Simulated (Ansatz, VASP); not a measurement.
One calculation of AlN, two programs

Contents of INCAR:

```
SYSTEM = AlN
ALGO = Normal
EDIFF = 1E-6
ENCUT = 520
GGA = PE
ISIF = 2
ISMEAR = -1
LASPH = .True.
LCHARG = .False.
LREAL = .False.
LWAVE = .False.
NBANDS = 11
NELM = 60
PREC = Accurate
SIGMA = 0.1
```

File KPOINTS:

```
k-points
0
Gamma
  15 15 15
  0 0 0
```

File POSCAR:

```
AlN
1.0
    2.2530769812      0.0000000000      0.0000000000
    0.0000000000      2.2530769812      0.0000000000
    0.0000000000      0.0000000000      2.2530769812
Al N
1 1
Direct
    0.0000000000      0.0000000000      0.0000000000
    0.5000000000      0.5000000000      0.5000000000
```

Input for Ansatz:

```yaml
crystal:
  lattice:
    - [2.2530769812, 0.0, 0.0]
    - [0.0, 2.2530769812, 0.0]
    - [0.0, 0.0, 2.2530769812]
  atoms:
    - { symbol: Al, position: [0.0, 0.0, 0.0] }
    - { symbol: "N", position: [0.5, 0.5, 0.5] }
kpoints:
  mp_grid: { grid: [15, 15, 15] }
scf:
  occupations: { method: fermi_dirac, width: 0.1 }
hamiltonian:
  xc: pbe
  pseudopotentials: { kind: paw }
output:
  forces: true
  stress: true
  eigenvalues: true
  populations: true
  write_density: true
  write_potential: true
  elf: true
  volumetric_format: npy
```

Change from the starting cell: volume scaled by 0.64, PAW files.

Alike in both runs: task single point; functional PBE; k mesh 15 × 15 × 15; occupations fermi-dirac, width 0.1 eV; no spin polarisation.

```csv
,VASP,Ansatz
version,VASP 6.6.1,Ansatz 0.2.0
potentials or method,"VASP PAW PBE potentials, release 64 (Al, N)","PAW with Ansatz's default frozen-core files, scalar-relativistic"
plane-wave cutoff (eV),520,420
valence electrons in the cell,8,8
```

```csv
,VASP,Ansatz,Ansatz less VASP
pressure (GPa),210.2,209.8,-0.40
```

Both programs put the cell under a high pressure, so it lies far from rest at this level.

Noted on VASP's run: the cell as given lies far from equilibrium.
